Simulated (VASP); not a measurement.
# Te (Fd-3m) in VASP: notebook

Te is run at these levels: PBEsol; tasks: single point, relaxation of cell and atoms.

Everything below comes from runs of VASP 6.6.1. Logs are shortened: lines on timing, memory, paths and dates and some standing lists are left out, and cuts for length are marked.

**1. The cell of the first run**

It takes space group Fd-3m (No. 227, cubic). The conventional cell has a = 7.058 Å, b = 7.058 Å, c = 7.058 Å, α = 90.00°, β = 90.00°, γ = 90.00°. Within 4.0 Å of Te (site symmetry -43m) lie 4 Te at 3.06 Å.

This isn't the form of Te at room conditions, which is trigonal, of chains.

**2. Single point, PBEsol**

File INCAR:

```
PREC     = Accurate       # precision mode
ENCUT    = 520            # plane-wave cutoff, eV
EDIFF    = 1E-7           # SCF threshold, eV
ISMEAR   = 0              # smearing method
SIGMA    = 0.1            # smearing width, eV
LREAL    = F              # projectors in reciprocal space
LASPH    = T              # aspherical terms in the spheres
NELM     = 80             # most SCF steps
ALGO     = Normal         # electronic algorithm
ISIF     = 2              # what is computed and relaxed
LWAVE    = F              # write WAVECAR
LCHARG   = F              # write CHGCAR
GGA      = PS             # functional
NBANDS   = 13             # bands
```

File KPOINTS:

```
regular mesh
0
Gamma
  4 4 4
```

File POSCAR:

```
Te
1.0
    0.0000000000      3.5292247665      3.5292247665
    3.5292247665      0.0000000000      3.5292247665
    3.5292247665      3.5292247665      0.0000000000
Te
2
Direct
    0.5000000000      0.5000000000      0.5000000000
    0.7500000000      0.7500000000      0.7500000000
```

Potentials or basis: VASP PAW PBE potentials, release 64 (Te).

Launch:

```bash
$ cat potpaw_PBE.64/Te/POTCAR > POTCAR
$ mpirun -np 1 vasp_std > vasp.out
```

OUTCAR:

```text
PREC = Accurate
   ENCUT = 520
   EDIFF = 1E-7
   ISMEAR = 0
   LREAL = F
   LASPH = T
   NELM = 80
   ISIF = 2
   GGA = PS

 ion  position               nearest neighbor table
   1  0.500  0.500  0.500-   2 3.06   2 3.06   2 3.06   2 3.06
   2  0.750  0.750  0.750-   1 3.06   1 3.06   1 3.06   1 3.06

  LATTYP: Found a face centered cubic cell.
 ALAT       =     7.0584495330

  Lattice vectors:

 A1 = (   0.0000000000,   3.5292247665,   3.5292247665)
 A2 = (   3.5292247665,   0.0000000000,   3.5292247665)
 A3 = (   3.5292247665,   3.5292247665,   0.0000000000)

Analysis of symmetry for initial positions (statically):
=====================================================================
 Subroutine PRICEL returns:
 Original cell was already a primitive cell.

 Routine SETGRP: Setting up the symmetry group for a
 face centered cubic supercell.

 Subroutine GETGRP returns: Found 48 space group operations
 (whereof 24 operations were pure point group operations)
 out of a pool of 48 trial point group operations.

The static configuration has the point symmetry T_d .
 The point group associated with its full space group is O_h .

Analysis of symmetry for dynamics (positions and initial velocities):
=====================================================================
 Subroutine PRICEL returns:
 Original cell was already a primitive cell.

 Routine SETGRP: Setting up the symmetry group for a
 face centered cubic supercell.

 Subroutine GETGRP returns: Found 48 space group operations
 (whereof 24 operations were pure point group operations)
 out of a pool of 48 trial point group operations.

The dynamic configuration has the point symmetry T_d .
 The point group associated with its full space group is O_h .

 Subroutine INISYM returns: Found 48 space group operations
 (whereof 24 operations are pure point group operations),
 and found     1 'primitive' translations

----------------------------------------------------------------------------------------

                                     Primitive cell

  volume of cell :      87.9160

  direct lattice vectors                    reciprocal lattice vectors
     0.000000000  3.529224767  3.529224767    -0.141674173  0.141674173  0.141674173
     3.529224767  0.000000000  3.529224767     0.141674173 -0.141674173  0.141674173
     3.529224767  3.529224767  0.000000000     0.141674173  0.141674173 -0.141674173

  length of vectors
     4.991077529  4.991077529  4.991077529     0.245386866  0.245386866  0.245386866

  position of ions in fractional coordinates (direct lattice)
     0.500000000  0.500000000  0.500000000
     0.750000000  0.750000000  0.750000000

  ion indices of the primitive-cell ions
   primitive index   ion index
                 1           1
                 2           2

----------------------------------------------------------------------------------------

 KPOINTS: regular mesh

Automatic generation of k-mesh.
 Grid dimensions read from file:
 generate k-points for:    4    4    4

 Generating k-lattice:

  Cartesian coordinates                     Fractional coordinates (reciprocal lattice)
    -0.035418543  0.035418543  0.035418543     0.250000000  0.000000000  0.000000000
     0.035418543 -0.035418543  0.035418543     0.000000000  0.250000000  0.000000000
     0.035418543  0.035418543 -0.035418543     0.000000000  0.000000000  0.250000000

  Length of vectors
     0.061346716  0.061346716  0.061346716

  Shift w.r.t. Gamma in fractional coordinates (k-lattice)
     0.000000000  0.000000000  0.000000000

 Subroutine IBZKPT returns following result:
 ===========================================

 Found      8 irreducible k-points:

 Following reciprocal coordinates:
            Coordinates               Weight
  0.000000  0.000000  0.000000      1.000000
  0.250000  0.000000  0.000000      8.000000
  0.500000  0.000000  0.000000      4.000000
  0.250000  0.250000  0.000000      6.000000
  0.500000  0.250000  0.000000     24.000000
 -0.250000  0.250000  0.000000     12.000000
  0.500000  0.500000  0.000000      3.000000
 -0.250000  0.500000  0.250000      6.000000
   k-points           NKPTS =      8   k-points in BZ     NKDIM =      8   number of bands    NBANDS=     13
   number of dos      NEDOS =    301   number of ions     NIONS =      2
   total plane-waves  NPLWV =  64000
   dimension x,y,z NGX =    40 NGY =   40 NGZ =   40
   dimension x,y,z NGXF=    80 NGYF=   80 NGZF=   80
   ions per type =               2
   NGX,Y,Z   is equivalent  to a cutoff of  13.32, 13.32, 13.32 a.u.
   NGXF,Y,Z  is equivalent  to a cutoff of  26.65, 26.65, 26.65 a.u.
 SYSTEM =  unknown system
   PREC   = accura    normal or accurate (medium, high low for compatibility)
   ISTART =      0    job   : 0-new  1-cont  2-samecut
   ICHARG =      2    charge: 1-file 2-atom 10-const
   ISPIN  =      1    spin polarized calculation?
   LNONCOLLINEAR =      F non collinear calculations
   LSORBIT =      F    spin-orbit coupling
   LASPH  =      T    aspherical Exc in radial PAW
   ENCUT  =  520.0 eV  38.22 Ry    6.18 a.u.   9.28  9.28  9.28*2*pi/ulx,y,z
   NELM   =     80;   NELMIN=  2; NELMDL= -5     # of ELM steps
   EDIFF  = 0.1E-06   stopping-criterion for ELM
   LREAL  =      F    real-space projection
   EDIFFG = 0.1E-05   stopping-criterion for IOM
   NSW    =      0    number of steps for IOM
   IBRION =     -1    ionic relax: 0-MD 1-quasi-New 2-CG
   NFREE  =      0    steps in history (QN), initial steepest desc. (CG)
   ISIF   =      2    stress and relaxation
   ISYM   =      2    0-nonsym 1-usesym 2-fastsym
   POTIM  = 0.5000    time-step for ionic-motion
   TEBEG  =    0.0;   TEEND  =   0.0 temperature during run
   PSTRESS=    0.0 pullay stress
   NELECT =      12.0000    total number of electrons
   NUPDOWN=      -1.0000    fix difference up-down
   EMIN   =  10.00;   EMAX   =-10.00  energy-range for DOS
   EFERMI =   0.00;   METHOD = LEGACY
   ISMEAR =     0;   SIGMA  =   0.10  broadening in eV -4-tet -1-fermi 0-gaus
   EFERMI_NEDOS =   21; number of points for ismear=-14 and -15
   IALGO  =     38    algorithm
   IMIX   =      4    mixing-type and parameters
     AMIX     =   0.40;   BMIX     =  1.00
     AMIX_MAG =   1.60;   BMIX_MAG =  1.00
  volume/ion in A,a.u.               =      43.96       296.64
  Fermi-wavevector in a.u.,A,eV,Ry     =   0.842906  1.592862  9.666816  0.710491
  Thomas-Fermi vector in A             =   1.957688
   LORBIT       =      0    0 simple, 1 ext, 2 COOP (PROOUT), +10 PAW based schemes
   GGA     = PS    functional components
   LHFCALC =     F    Hartree Fock is set to
   AEXX    =    0.0000 exact exchange contribution
   IVDW    =     0    specifies the selected vdW correction
   LEPSILON=     F    determine dielectric tensor
   LRPA    =     F    only Hartree local field effects (RPA)
 non-spin polarized calculation
 Gauss-broadening in eV      SIGMA  =   0.10
  energy-cutoff  :      520.00
  volume of cell :       87.92
 maximum number of plane-waves:      2421
 NGX is ok and might be reduce to    40
   NGX = 19   NGY = 19   NGZ = 19

 number of electron      11.9999999 magnetization

 Free energy of the ion-electron system (eV)
  ---------------------------------------------------
  ext. energy  EPLUGINS =         0.00000000
  ---------------------------------------------------
  free energy    TOTEN  =        -5.99113782 eV

  energy without entropy =       -5.97803744  energy(sigma->0) =       -5.98458763

 E-fermi :   3.6769     XC(G=0):  -7.9207

 val. band max:        3.4528049271   @ k =   0.2500   0.0000   0.0000
 cond. band min:       3.6849678574   @ k =  -0.2500   0.2500   0.0000
 fundamental gap:      0.2321629303
 Fermi energy:         3.6768645303

 k-point     1 :       0.0000    0.0000    0.0000
  band No.  band energies     occupation
      1      -9.6005      2.00000
      2      -4.9567      2.00000
      3       0.5050      2.00000
      4       0.5050      2.00000
      5       0.5050      2.00000
      6       2.8866      2.00000
      7       2.8866      2.00000
      8       2.8866      2.00000
      9       7.1244      0.00000
     10       9.5079      0.00000
     11       9.5079      0.00000
     12      10.9735      0.00000
     13      10.9735      0.00000

 k-point     2 :       0.2500    0.0000    0.0000
  band No.  band energies     occupation
      1      -9.2617      2.00000
      2      -5.7908      2.00000
      3       0.1443      2.00000
      4       0.1443      2.00000
      5       0.3090      2.00000
      6       3.4528      1.99847
      7       3.4528      1.99847
      8       3.7840      0.12971
      9       8.3298      0.00000
     10       9.0037      0.00000
     11       9.0037      0.00000
     12      10.4514      0.00000
     13      13.0283      0.00000

 k-point     3 :       0.5000    0.0000    0.0000
  band No.  band energies     occupation
      1      -8.7423      2.00000
      2      -6.7186      2.00000
      3      -0.1184      2.00000
      4      -0.1184      2.00000
      5       0.0388      2.00000
      6       3.8585      0.01020
      7       3.8585      0.01020
      8       5.3268      0.00000
      9       8.9612      0.00000
     10       9.1540      0.00000
     11       9.8981      0.00000
     12       9.8981      0.00000
     13      11.1696      0.00000
[... 49 lines left out ...]
 k-point     7 :       0.5000    0.5000    0.0000
  band No.  band energies     occupation
      1      -7.8151      2.00000
      2      -7.8151      2.00000
      3      -0.7894      2.00000
      4      -0.7894      2.00000
      5       1.9325      2.00000
      6       1.9325      2.00000
      7       5.6908      0.00000
      8       5.6908      0.00000
      9       8.6849      0.00000
     10       8.6849      0.00000
     11      11.2212      0.00000
     12      11.2212      0.00000
     13      12.0983      0.00000

 k-point     8 :      -0.2500    0.5000    0.2500
  band No.  band energies     occupation
      1      -7.8111      2.00000
      2      -7.8111      2.00000
      3      -0.9754      2.00000
      4      -0.9754      2.00000
      5       2.6427      2.00000
      6       2.6427      2.00000
      7       4.9270      0.00000
      8       4.9270      0.00000
      9       8.4813      0.00000
     10       8.4813      0.00000
     11      10.9773      0.00000
     12      10.9773      0.00000
     13      13.8852      0.00000

------------------------ aborting loop because EDIFF is reached ----------------------------------------

  FORCE on cell =-STRESS in cart. coord.  units (eV):
  Direction    XX          YY          ZZ          XY          YZ          ZX
  --------------------------------------------------------------------------------------
  -------------------------------------------------------------------------------------
  Total        0.1463703      0.1463703      0.1463703     -0.0000000     -0.0000000      0.0000000
  in kB        2.6674459      2.6674459      2.6674459     -0.0000000     -0.0000000      0.0000000
  external PRESSURE =       2.6674459 kB  Pullay stress =       0.0000000 kB

 VOLUME and BASIS-vectors are now :
 -----------------------------------------------------------------------------
  energy-cutoff  :      520.00
  volume of cell :       87.92
      direct lattice vectors                 reciprocal lattice vectors
     0.000000000  3.529224767  3.529224767    -0.141674173  0.141674173  0.141674173
     3.529224767  0.000000000  3.529224767     0.141674173 -0.141674173  0.141674173
     3.529224767  3.529224767  0.000000000     0.141674173  0.141674173 -0.141674173

 POSITION                                       TOTAL-FORCE (eV/Angst)
 -----------------------------------------------------------------------------------
      3.52922      3.52922      3.52922        -0.000000      0.000000      0.000000
      5.29384      5.29384      5.29384         0.000000     -0.000000     -0.000000
 -----------------------------------------------------------------------------------
    total drift:                               -0.000000     -0.000000      0.000000

  FREE ENERGIE OF THE ION-ELECTRON SYSTEM (eV)
  ---------------------------------------------------
  free  energy   TOTEN  =        -5.9911378224 eV

  energy  without entropy=       -5.9780374351  energy(sigma->0) =       -5.98458763
```

It took 17 s on 1 thread of Intel Xeon 8259CL, shared host; peak memory 0.22 GiB.

What came out:

* Free energy: -5.9911 eV
* Pressure: 0.3 GPa
* Band gap on the k mesh: zero (bands 6 and 7 overlap by 0.97 eV)

Caveat: the k points lie up to 0.39 Å⁻¹ apart, too coarse for converged energies and pressures of a metal; the PAW data sets were made with another functional, which shifts forces and pressure a little; spin-orbit coupling is left out, which moves the levels of the heavy elements.

**3. Single point, PBEsol**

This run uses another cell than the first one, of 38.11 Å³/atom.

File INCAR:

```
SYSTEM = Te
  PREC = Accurate
  ENCUT = 520
  EDIFF = 1E-7
  ISMEAR = 0
  SIGMA = 0.1
  LREAL = .False.
  LASPH = .True.
  NELM = 80
  ALGO = Normal
  ISIF = 2
  LWAVE = .False.
  LCHARG = .False.
  GGA = PS
  NBANDS = 13
```

File KPOINTS:

```
regular mesh
0
Gamma
  6 6 6
  0 0 0
```

File POSCAR:

```
Te
1.0
    0.0000000000      3.3651726021      3.3651726021
    3.3651726021      0.0000000000      3.3651726021
    3.3651726021      3.3651726021      0.0000000000
Te
2
Direct
    0.5000000000      0.5000000000      0.5000000000
    0.7500000000      0.7500000000      0.7500000000
```

Potentials or basis: VASP PAW PBE potentials, release 64 (Te).

Launch:

```bash
$ cat potpaw_PBE.64/Te/POTCAR > POTCAR
$ mpirun -np 1 vasp_std > vasp.out
```

OUTCAR:

```text
SYSTEM = Te
   PREC = Accurate
   ENCUT = 520
   EDIFF = 1E-7
   ISMEAR = 0
   LREAL = .False.
   LASPH = .True.
   NELM = 80
   ISIF = 2
   GGA = PS

 ion  position               nearest neighbor table
   1  0.500  0.500  0.500-   2 2.91   2 2.91   2 2.91   2 2.91
   2  0.750  0.750  0.750-   1 2.91   1 2.91   1 2.91   1 2.91

  LATTYP: Found a face centered cubic cell.
 ALAT       =     6.7303452042

  Lattice vectors:

 A1 = (   0.0000000000,   3.3651726021,   3.3651726021)
 A2 = (   3.3651726021,   0.0000000000,   3.3651726021)
 A3 = (   3.3651726021,   3.3651726021,   0.0000000000)

Analysis of symmetry for initial positions (statically):
=====================================================================
 Subroutine PRICEL returns:
 Original cell was already a primitive cell.

 Routine SETGRP: Setting up the symmetry group for a
 face centered cubic supercell.

 Subroutine GETGRP returns: Found 48 space group operations
 (whereof 24 operations were pure point group operations)
 out of a pool of 48 trial point group operations.

The static configuration has the point symmetry T_d .
 The point group associated with its full space group is O_h .
[... 166 lines left out ...]
      5       1.4932      2.00000
      6       4.1214      2.00000
      7       4.1214      2.00000
      8       4.1214      2.00000
      9       8.4078      0.00000
     10      10.8207      0.00000
     11      10.8207      0.00000
     12      12.3289      0.00000
     13      12.3289      0.00000
[... 226 lines left out ...]
  band No.  band energies     occupation
      1      -6.9010      2.00000
      2      -6.9010      2.00000
      3      -0.2521      2.00000
      4      -0.2521      2.00000
      5       3.8517      2.00000
      6       3.8517      2.00000
      7       6.7804      0.00000
      8       6.7804      0.00000
      9      10.1008      0.00000
     10      10.1008      0.00000
     11      12.5355      0.00000
     12      12.5355      0.00000
     13      15.2747      0.00000

------------------------ aborting loop because EDIFF is reached ----------------------------------------

  FORCE on cell =-STRESS in cart. coord.  units (eV):
  Direction    XX          YY          ZZ          XY          YZ          ZX
  --------------------------------------------------------------------------------------
  -------------------------------------------------------------------------------------
  Total        2.7031147      2.7031147      2.7031147     -0.0000000     -0.0000000      0.0000000
  in kB       56.8228520     56.8228520     56.8228520     -0.0000000     -0.0000000      0.0000000
  external PRESSURE =      56.8228520 kB  Pullay stress =       0.0000000 kB

 VOLUME and BASIS-vectors are now :
 -----------------------------------------------------------------------------
  energy-cutoff  :      520.00
  volume of cell :       76.22
      direct lattice vectors                 reciprocal lattice vectors
     0.000000000  3.365172602  3.365172602    -0.148580789  0.148580789  0.148580789
     3.365172602  0.000000000  3.365172602     0.148580789 -0.148580789  0.148580789
     3.365172602  3.365172602  0.000000000     0.148580789  0.148580789 -0.148580789

 POSITION                                       TOTAL-FORCE (eV/Angst)
 -----------------------------------------------------------------------------------
      3.36517      3.36517      3.36517        -0.000000     -0.000000     -0.000000
      5.04776      5.04776      5.04776         0.000000      0.000000      0.000000
 -----------------------------------------------------------------------------------
    total drift:                                0.000000      0.000000      0.000000

  FREE ENERGIE OF THE ION-ELECTRON SYSTEM (eV)
  ---------------------------------------------------
  free  energy   TOTEN  =        -5.8684711257 eV

  energy  without entropy=       -5.8594760873  energy(sigma->0) =       -5.86397361
```

OSZICAR:

```text
N       E                     dE             d eps       ncg     rms          rms(c)
DAV:   1     0.465605598946E+02    0.46561E+02   -0.43333E+03   416   0.732E+02
DAV:   2    -0.288162314749E+01   -0.49442E+02   -0.47162E+02   551   0.111E+02
DAV:   3    -0.582687461428E+01   -0.29453E+01   -0.29289E+01   519   0.305E+01
DAV:   4    -0.587513376443E+01   -0.48259E-01   -0.48253E-01   531   0.459E+00
DAV:   5    -0.587622626753E+01   -0.10925E-02   -0.10925E-02   537   0.679E-01    0.157E+01
DAV:   6    -0.587090072079E+01    0.53255E-02   -0.26671E-03   504   0.291E-01    0.943E+00
DAV:   7    -0.586850357239E+01    0.23971E-02   -0.45904E-03   456   0.377E-01    0.780E-02
DAV:   8    -0.586847789791E+01    0.25674E-04   -0.16075E-04   496   0.794E-02    0.540E-02
DAV:   9    -0.586847156199E+01    0.63359E-05   -0.29619E-05   494   0.270E-02    0.103E-02
DAV:  10    -0.586847144123E+01    0.12076E-06   -0.60148E-07   516   0.475E-03    0.804E-03
DAV:  11    -0.586847115149E+01    0.28974E-06   -0.92336E-08   373   0.208E-03    0.115E-02
DAV:  12    -0.586847112569E+01    0.25807E-07   -0.21266E-08   273   0.843E-04
   1 F= -.58684711E+01 E0= -.58639736E+01  d E =-.899504E-02
```

Run time: 17 s. Hardware: 1 thread of Intel Xeon 8259CL, shared host; peak memory 0.2 GiB.

What came out:

- Free energy: -5.8685 eV
- Pressure: 5.7 GPa
- Band gap on the k mesh: zero (bands 6 and 7 overlap by 1.12 eV)

Levels at points of the mesh, in eV from the Fermi level:
| k point | band 4 | band 5 | band 6 | band 7 | band 8 | band 9 |
| --- | --- | --- | --- | --- | --- | --- |
| (0.00, 0.00, 0.00) | -3.57 | -3.57 | -0.94 | -0.94 | -0.94 | 3.34 |
| (0.50, 0.00, 0.00) | -4.32 | -3.95 | 0.17 | 0.17 | 2.35 | 5.17 |
| (0.50, 0.50, 0.00) | -5.13 | -1.93 | -1.93 | 2.58 | 2.58 | 5.24 |

Caveat: the cell stands under pressure; the PAW data sets were made with another functional, which shifts forces and pressure a little; spin-orbit coupling is left out, which moves the levels of the heavy elements.

(Part 1 of 2 ends here.)

The gap in the log of VASP goes by the Fermi energy; the results here count the filled bands.